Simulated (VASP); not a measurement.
Wanted: the native input for a VASP 6.6.1 run.

- Task: single point
- Functional: LDA
- Potentials or basis: VASP PAW LDA potentials, release 64 (Na_pv, Cl)
- Cutoff: 520 eV
- k mesh: 8 × 8 × 8
- Occupations: gaussian, width 0.01 eV
- Spin: no spin polarisation
- Dipole correction: no
- Further INCAR settings: ALGO = Normal; EDIFF = 1e-07; NBANDS = 14

The structure of NaCl lies in POSCAR:

```
NaCl
1.0
    0.0000000000      2.7321936073      2.7458545753
    2.7321936073      0.0000000000      2.7458545753
    2.7321936073      2.7321936073      0.0000000000
Na Cl
1 1
Direct
    0.0000000000      0.0000000000      0.0000000000
    0.5000000000      0.5000000000      0.5000000000
```

This cell differs from its parent crystal: z stretched by +0.5 %, x and y held.

These files were run (other wordings do the same):

INCAR

```
PREC = Accurate
ENCUT = 520
EDIFF = 1E-7
ISMEAR = 0
SIGMA = 0.01
LREAL = False
LASPH = True
NELM = 100
ALGO = Normal
ISIF = 2
LWAVE = False
LCHARG = False
GGA = CA
NBANDS = 14
```

KPOINTS

```
Automatic mesh
0
Gamma
  8 8 8
```

Potentials or basis: VASP PAW LDA potentials, release 64 (Na_pv, Cl).

Command:

```sh
$ cat potpaw_LDA.64/Na_pv/POTCAR potpaw_LDA.64/Cl/POTCAR > POTCAR
$ mpirun -np 1 vasp_std > vasp.out
```

Results of the run:

| Quantity | Value |
| --- | --- |
| Pressure | -0.2 GPa |
| Band gap on the k mesh | 5.06 eV |

Caveat: the cell differs from its parent crystal (z stretched by +0.5 %, x and y held).

Wall time 47 s on 1 thread of Intel Xeon 8259CL, on a shared host, peak memory 0.16 GiB.
